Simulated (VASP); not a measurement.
# Pt (Im-3m) in VASP: single point with LDA

Aim: the single point of Pt with LDA.

All numbers are computed with VASP 6.6.1; they aren't measurements. Logs are shortened: lines on timing, memory, paths and dates and some standing lists are left out, and cuts for length are marked.

## 1. The cell of the first run

It takes space group Im-3m (No. 229, cubic). The conventional cell has a = 3.168 Å, b = 3.168 Å, c = 3.168 Å, α = 90.00°, β = 90.00°, γ = 90.00°. Pt (site symmetry m-3m) has 14 Pt at 2.74 to 3.17 Å within 3.6 Å.

## 2. Single point, LDA

INCAR reads:

```
PREC = Accurate
ENCUT = 500
EDIFF = 1E-6
ISMEAR = 0
SIGMA = 0.1
LREAL = False
LASPH = True
NELM = 120
ALGO = Normal
ISIF = 2
LWAVE = False
LCHARG = False
GGA = CA
NBANDS = 11
GGA_COMPAT = False
```

KPOINTS reads:

```
regular mesh
0
Gamma
  8 8 8
```

POSCAR reads:

```
Pt
1.0
   -1.5842200000      1.5842200000      1.5842200000
    1.5842200000     -1.5842200000      1.5842200000
    1.5842200000      1.5842200000     -1.5842200000
Pt
1
Direct
    0.0000000000      0.0000000000      0.0000000000
```

Potentials or basis: VASP PAW LDA potentials, release 64 (Pt).

Launch:

```
cat potpaw_LDA.64/Pt/POTCAR > POTCAR
mpirun -np 1 vasp_std > vasp.out
```

OUTCAR:

```text
PREC = Accurate
   ENCUT = 500
   EDIFF = 1E-6
   ISMEAR = 0
   LREAL = False
   LASPH = True
   NELM = 120
   ISIF = 2
   GGA = CA

 ion  position               nearest neighbor table
   1  0.000  0.000  0.000-

  LATTYP: Found a body centered cubic cell.
 ALAT       =     3.1684400000

  Lattice vectors:

 A1 = (  -1.5842200000,   1.5842200000,   1.5842200000)
 A2 = (   1.5842200000,  -1.5842200000,   1.5842200000)
 A3 = (   1.5842200000,   1.5842200000,  -1.5842200000)

Analysis of symmetry for initial positions (statically):
=====================================================================
 Subroutine PRICEL returns:
 Original cell was already a primitive cell.

 Routine SETGRP: Setting up the symmetry group for a
 body centered cubic supercell.

 Subroutine GETGRP returns: Found 48 space group operations
 (whereof 48 operations were pure point group operations)
 out of a pool of 48 trial point group operations.

The static configuration has the point symmetry O_h .

Analysis of symmetry for dynamics (positions and initial velocities):
=====================================================================
 Subroutine PRICEL returns:
 Original cell was already a primitive cell.

 Routine SETGRP: Setting up the symmetry group for a
 body centered cubic supercell.

 Subroutine GETGRP returns: Found 48 space group operations
 (whereof 48 operations were pure point group operations)
 out of a pool of 48 trial point group operations.

The dynamic configuration has the point symmetry O_h .

 Subroutine INISYM returns: Found 48 space group operations
 (whereof 48 operations are pure point group operations),
 and found     1 'primitive' translations

----------------------------------------------------------------------------------------

                                     Primitive cell

  volume of cell :      15.9040

  direct lattice vectors                    reciprocal lattice vectors
    -1.584220000  1.584220000  1.584220000     0.000000000  0.315612731  0.315612731
     1.584220000 -1.584220000  1.584220000     0.315612731  0.000000000  0.315612731
     1.584220000  1.584220000 -1.584220000     0.315612731  0.315612731  0.000000000

  length of vectors
     2.743949530  2.743949530  2.743949530     0.446343804  0.446343804  0.446343804

  position of ions in fractional coordinates (direct lattice)
     0.000000000  0.000000000  0.000000000

  ion indices of the primitive-cell ions
   primitive index   ion index
                 1           1

----------------------------------------------------------------------------------------

 KPOINTS: regular mesh

Automatic generation of k-mesh.
 Grid dimensions read from file:
 generate k-points for:    8    8    8

 Generating k-lattice:

  Cartesian coordinates                     Fractional coordinates (reciprocal lattice)
     0.000000000  0.039451591  0.039451591     0.125000000  0.000000000  0.000000000
     0.039451591  0.000000000  0.039451591     0.000000000  0.125000000  0.000000000
     0.039451591  0.039451591  0.000000000     0.000000000  0.000000000  0.125000000

  Length of vectors
     0.055792976  0.055792976  0.055792976

  Shift w.r.t. Gamma in fractional coordinates (k-lattice)
     0.000000000  0.000000000  0.000000000

 Subroutine IBZKPT returns following result:
 ===========================================

 Found     29 irreducible k-points:

 Following reciprocal coordinates:
            Coordinates               Weight
  0.000000  0.000000  0.000000      1.000000
  0.125000  0.000000  0.000000     12.000000
  0.250000  0.000000  0.000000     12.000000
  0.375000  0.000000  0.000000     12.000000
  0.500000  0.000000  0.000000      6.000000
  0.125000  0.125000  0.000000     24.000000
[... 16 lines left out ...]
 -0.250000  0.250000  0.250000      6.000000
 -0.375000  0.375000  0.250000     24.000000
 [... further k-points ...]
   k-points           NKPTS =     29   k-points in BZ     NKDIM =     29   number of bands    NBANDS=     11
   number of dos      NEDOS =    301   number of ions     NIONS =      1
   total plane-waves  NPLWV =   8000
   dimension x,y,z NGX =    20 NGY =   20 NGZ =   20
   dimension x,y,z NGXF=    40 NGYF=   40 NGZF=   40
   ions per type =               1
   NGX,Y,Z   is equivalent  to a cutoff of  12.12, 12.12, 12.12 a.u.
   NGXF,Y,Z  is equivalent  to a cutoff of  24.23, 24.23, 24.23 a.u.
 SYSTEM =  unknown system
   PREC   = accura    normal or accurate (medium, high low for compatibility)
   ISTART =      0    job   : 0-new  1-cont  2-samecut
   ICHARG =      2    charge: 1-file 2-atom 10-const
   ISPIN  =      1    spin polarized calculation?
   LNONCOLLINEAR =      F non collinear calculations
   LSORBIT =      F    spin-orbit coupling
   LASPH  =      T    aspherical Exc in radial PAW
   ENCUT  =  500.0 eV  36.75 Ry    6.06 a.u.   5.00  5.00  5.00*2*pi/ulx,y,z
   NELM   =    120;   NELMIN=  2; NELMDL= -5     # of ELM steps
   EDIFF  = 0.1E-05   stopping-criterion for ELM
   LREAL  =      F    real-space projection
   EDIFFG = 0.1E-04   stopping-criterion for IOM
   NSW    =      0    number of steps for IOM
   IBRION =     -1    ionic relax: 0-MD 1-quasi-New 2-CG
   NFREE  =      0    steps in history (QN), initial steepest desc. (CG)
   ISIF   =      2    stress and relaxation
   ISYM   =      2    0-nonsym 1-usesym 2-fastsym
   POTIM  = 0.5000    time-step for ionic-motion
   TEBEG  =    0.0;   TEEND  =   0.0 temperature during run
   PSTRESS=    0.0 pullay stress
   NELECT =      10.0000    total number of electrons
   NUPDOWN=      -1.0000    fix difference up-down
   EMIN   =  10.00;   EMAX   =-10.00  energy-range for DOS
   EFERMI =   0.00;   METHOD = LEGACY
   ISMEAR =     0;   SIGMA  =   0.10  broadening in eV -4-tet -1-fermi 0-gaus
   EFERMI_NEDOS =   21; number of points for ismear=-14 and -15
   IALGO  =     38    algorithm
   IMIX   =      4    mixing-type and parameters
     AMIX     =   0.40;   BMIX     =  1.00
     AMIX_MAG =   1.60;   BMIX_MAG =  1.00
  volume/ion in A,a.u.               =      15.90       107.33
  Fermi-wavevector in a.u.,A,eV,Ry     =   1.402510  2.650360 26.763132  1.967035
  Thomas-Fermi vector in A             =   2.525265
   LORBIT       =      0    0 simple, 1 ext, 2 COOP (PROOUT), +10 PAW based schemes
   GGA     = CA    functional components
   LHFCALC =     F    Hartree Fock is set to
   AEXX    =    0.0000 exact exchange contribution
   IVDW    =     0    specifies the selected vdW correction
   LEPSILON=     F    determine dielectric tensor
   LRPA    =     F    only Hartree local field effects (RPA)
 non-spin polarized calculation
 Gauss-broadening in eV      SIGMA  =   0.10
  energy-cutoff  :      500.00
  volume of cell :       15.90
 maximum number of plane-waves:       420
   NGX =  9   NGY =  9   NGZ =  9

 number of electron      10.0000000 magnetization

 Free energy of the ion-electron system (eV)
  ---------------------------------------------------
  ext. energy  EPLUGINS =         0.00000000
  ---------------------------------------------------
  free energy    TOTEN  =        -7.28073721 eV

  energy without entropy =       -7.26495750  energy(sigma->0) =       -7.27284735

 E-fermi :   9.9986     XC(G=0): -13.3732

 val. band max:        9.9809252499   @ k =  -0.3750   0.3750   0.1250
 cond. band min:       9.9992444174   @ k =  -0.2500   0.2500   0.2500
 fundamental gap:      0.0183191675
 Fermi energy:         9.9986239599

 k-point     1 :       0.0000    0.0000    0.0000
  band No.  band energies     occupation
      1       0.4789      2.00000
      2       6.4847      2.00000
      3       6.4847      2.00000
      4       6.4847      2.00000
      5       8.9948      2.00000
      6       8.9948      2.00000
      7      27.0021      0.00000
      8      27.0021      0.00000
      9      27.0021      0.00000
     10      37.0182      0.00000
     11      37.0269      0.00000

 k-point     2 :       0.1250    0.0000    0.0000
  band No.  band energies     occupation
      1       1.0954      2.00000
      2       6.2507      2.00000
      3       6.4750      2.00000
      4       6.9833      2.00000
      5       8.7319      2.00000
      6       9.0139      2.00000
      7      27.1609      0.00000
      8      27.2467      0.00000
      9      27.9127      0.00000
     10      33.1347      0.00000
     11      33.2832      0.00000

 k-point     3 :       0.2500    0.0000    0.0000
  band No.  band energies     occupation
      1       2.5754      2.00000
      2       5.7287      2.00000
      3       6.5324      2.00000
      4       8.3515      2.00000
      5       8.5609      2.00000
      6       9.0968      2.00000
      7      24.3660      0.00000
      8      25.9487      0.00000
      9      30.3333      0.00000
     10      31.3401      0.00000
     11      32.3688      0.00000

 k-point     4 :       0.3750    0.0000    0.0000
  band No.  band energies     occupation
      1       3.4073      2.00000
      2       5.2562      2.00000
      3       7.9800      2.00000
      4       8.8748      2.00000
      5       9.2370      2.00000
      6      10.0864      0.21445
      7      19.2665      0.00000
      8      23.9683      0.00000
      9      27.3689      0.00000
     10      33.3360      0.00000
     11      33.6352      0.00000

 k-point     5 :       0.5000    0.0000    0.0000
  band No.  band energies     occupation
      1       3.4194      2.00000
      2       5.0725      2.00000
      3       8.8025      2.00000
      4       9.3143      2.00000
      5      10.2114      0.00263
      6      10.9962      0.00000
      7      16.1790      0.00000
      8      23.1676      0.00000
      9      25.6546      0.00000
     10      33.8477      0.00000
     11      34.7739      0.00000

 k-point     6 :       0.1250    0.1250    0.0000
  band No.  band energies     occupation
      1       2.1973      2.00000
      2       6.0319      2.00000
      3       6.1589      2.00000
      4       8.0641      2.00000
      5       8.4336      2.00000
      6       9.1489      2.00000
      7      26.3281      0.00000
      8      26.5483      0.00000
      9      28.6722      0.00000
     10      30.0289      0.00000
     11      32.7658      0.00000

 k-point     7 :       0.2500    0.1250    0.0000
  band No.  band energies     occupation
      1       3.5825      2.00000
      2       5.5560      2.00000
      3       6.3903      2.00000
      4       8.4908      2.00000
      5       9.2781      2.00000
      6      10.0150      0.81679
      7      21.6998      0.00000
      8      24.6721      0.00000
      9      27.1766      0.00000
     10      30.7764      0.00000
     11      34.6952      0.00000

 k-point     8 :       0.3750    0.1250    0.0000
  band No.  band energies     occupation
      1       3.8204      2.00000
      2       5.2363      2.00000
      3       7.8288      2.00000
      4       8.7702      2.00000
      5       9.6292      2.00000
      6      12.2353      0.00000
      7      17.0407      0.00000
      8      23.1139      0.00000
      9      25.1993      0.00000
     10      33.0197      0.00000
     11      34.2707      0.00000
[... 141 lines left out ...]
 k-point    19 :       0.5000    0.5000    0.1250
  band No.  band energies     occupation
      1       3.9099      2.00000
      2       5.6065      2.00000
      3       7.3240      2.00000
      4       8.2415      2.00000
      5      10.9170      0.00000
      6      12.5118      0.00000
      7      16.1288      0.00000
      8      24.1960      0.00000
      9      24.5156      0.00000
     10      32.1828      0.00000
     11      35.6070      0.00000

 k-point    20 :      -0.3750    0.5000    0.1250
  band No.  band energies     occupation
      1       4.6185      2.00000
      2       5.7775      2.00000
      3       6.4004      2.00000
      4       8.2960      2.00000
      5      10.0123      0.84702
      6      13.3891      0.00000
      7      17.5395      0.00000
      8      21.7651      0.00000
      9      26.9297      0.00000
     10      30.5666      0.00000
     11      33.7982      0.00000

 k-point    21 :      -0.3750   -0.3750    0.1250
  band No.  band energies     occupation
      1       5.4132      2.00000
      2       5.6047      2.00000
      3       5.6047      2.00000
      4       9.3611      2.00000
      5       9.3611      2.00000
      6      15.9439      0.00000
      7      17.6990      0.00000
      8      17.6990      0.00000
      9      29.9039      0.00000
     10      30.2441      0.00000
     11      30.2441      0.00000

 k-point    22 :       0.2500    0.2500    0.2500
  band No.  band energies     occupation
      1       5.6959      2.00000
      2       5.6959      2.00000
      3       5.6959      2.00000
      4       9.3814      2.00000
      5       9.3814      2.00000
      6      14.6238      0.00000
      7      19.3101      0.00000
      8      19.3101      0.00000
      9      19.3101      0.00000
     10      37.8307      0.00000
     11      37.8307      0.00000

 k-point    23 :      -0.2500    0.2500    0.2500
  band No.  band energies     occupation
      1       4.3391      2.00000
      2       6.1271      2.00000
      3       7.2075      2.00000
      4       7.2075      2.00000
      5       8.2617      2.00000
      6       9.9992      0.99300
      7      24.4189      0.00000
      8      26.2866      0.00000
      9      26.2866      0.00000
     10      27.6821      0.00000
     11      35.8366      0.00000

 k-point    24 :      -0.3750    0.3750    0.2500
  band No.  band energies     occupation
      1       4.8472      2.00000
      2       5.4174      2.00000
      3       7.2182      2.00000
      4       7.8745      2.00000
      5       9.7492      1.99958
      6      11.6213      0.00000
      7      20.6276      0.00000
      8      23.4119      0.00000
      9      25.7235      0.00000
     10      28.7918      0.00000
     11      35.1479      0.00000

 [... further k-points ...]
[... 5 lines left out ...]
  --------------------------------------------------------------------------------------
  -------------------------------------------------------------------------------------
  Total       -1.3727227     -1.3727227     -1.3727227     -0.0000000      0.0000000     -0.0000000
  in kB     -138.2887718   -138.2887718   -138.2887718     -0.0000000      0.0000000     -0.0000000
  external PRESSURE =    -138.2887718 kB  Pullay stress =       0.0000000 kB

 VOLUME and BASIS-vectors are now :
 -----------------------------------------------------------------------------
  energy-cutoff  :      500.00
  volume of cell :       15.90
      direct lattice vectors                 reciprocal lattice vectors
    -1.584220000  1.584220000  1.584220000     0.000000000  0.315612731  0.315612731
     1.584220000 -1.584220000  1.584220000     0.315612731  0.000000000  0.315612731
     1.584220000  1.584220000 -1.584220000     0.315612731  0.315612731  0.000000000

 POSITION                                       TOTAL-FORCE (eV/Angst)
 -----------------------------------------------------------------------------------
      0.00000      0.00000      0.00000        -0.000000      0.000000     -0.000000
 -----------------------------------------------------------------------------------
    total drift:                                0.000000     -0.000000     -0.000000

  FREE ENERGIE OF THE ION-ELECTRON SYSTEM (eV)
  ---------------------------------------------------
  free  energy   TOTEN  =        -7.2807372092 eV

  energy  without entropy=       -7.2649575008  energy(sigma->0) =       -7.27284735
```

It used 9.3 s of CPU time on 1 thread of AMD EPYC 7R13 Processor (Zen 3), on a shared host.

What came out:

- Free energy: -7.2807 eV
- Pressure: -13.8 GPa
- Band gap on the k mesh: zero (band 5 reaches 10.92 eV, above the bottom of band 6 at 8.99 eV)

Levels at points of the mesh, in eV from the Fermi level:
```tsv
k point	band 2	band 3	band 4	band 5	band 6	band 7	band 8	band 9
(0.00, 0.00, 0.00)	-3.51	-3.51	-3.51	-1.00	-1.00	17.00	17.00	17.00
(0.50, 0.00, 0.00)	-4.93	-1.20	-0.68	0.21	1.00	6.18	13.17	15.66
(0.50, 0.50, 0.50)	-6.06	0.48	0.48	0.48	7.55	7.55	7.55	12.58
```

Caveat: spin-orbit coupling is left out, which moves the levels of the heavy elements.
